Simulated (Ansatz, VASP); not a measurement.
Two plane-wave programs on ZnS

INCAR

```
SYSTEM = ZnS
ALGO = Normal ; EDIFF = 1E-8
ENCUT = 520 ; GGA = PE
ISIF = 2 ; ISMEAR = -1
LASPH = .True. ; LCHARG = .False.
LEFG = .True. ; LREAL = .False.
LWAVE = .False. ; NBANDS = 16
NELM = 60 ; PREC = Accurate
SIGMA = 0.01
```

The input KPOINTS:

```
k-points
0
Gamma
  8 8 8
  0 0 0
```

POSCAR

```
ZnS
1.0
    0.0000000000      2.6505570000      2.7046500000
    2.6505570000      0.0000000000      2.7046500000
    2.6505570000      2.6505570000      0.0000000000
Zn S
1 1
Direct
    0.0000000000      0.0000000000      0.0000000000
    0.7500000000      0.7500000000      0.7500000000
```

Input for Ansatz:

```yaml
crystal:
  lattice:
    - [0.0, 2.650557, 2.70465]
    - [2.650557, 0.0, 2.70465]
    - [2.650557, 2.650557, 0.0]
  atoms:
    - { symbol: Zn, position: [0.0, 0.0, 0.0] }
    - { symbol: S, position: [0.75, 0.75, 0.75] }
kpoints:
  mp_grid: { grid: [8, 8, 8] }
scf:
  occupations: { method: fermi_dirac, width: 0.01 }
hamiltonian:
  xc: pbe
  pseudopotentials: { kind: paw }
output:
  forces: true
  stress: true
  eigenvalues: true
  efg: { contact_densities: true }
  write_density: true
  write_potential: true
  elf: true
  volumetric_format: npy
```

Change from the starting cell: equal xx and yy strain of -2 %, PAW files.

Alike in both runs: task electric field gradients; functional PBE; k mesh 8 × 8 × 8; occupations fermi-dirac, width 0.01 eV; no spin polarisation.

```csv
,VASP,Ansatz
version,VASP 6.6.1,Ansatz 0.2.0
potentials or method,"VASP PAW PBE potentials, release 64 (Zn, S)","PAW with Ansatz's default frozen-core files, scalar-relativistic"
plane-wave cutoff (eV),520,420
valence electrons in the cell,18,18
```

|  | VASP | Ansatz | Ansatz less VASP |
| --- | --- | --- | --- |
| gap on the k mesh at the Fermi level (eV) | 2.25 | 2.25 | -0.008 |
| pressure (GPa) | 4.9 | 4.7 | -0.19 |
| traceless stress, the component that is largest in VASP (GPa) | -0.54 | -0.55 | -0.006 |
| size of Vzz on the site where it differs most (V/Å²) | 4.2 | 4.3 | +0.11 |
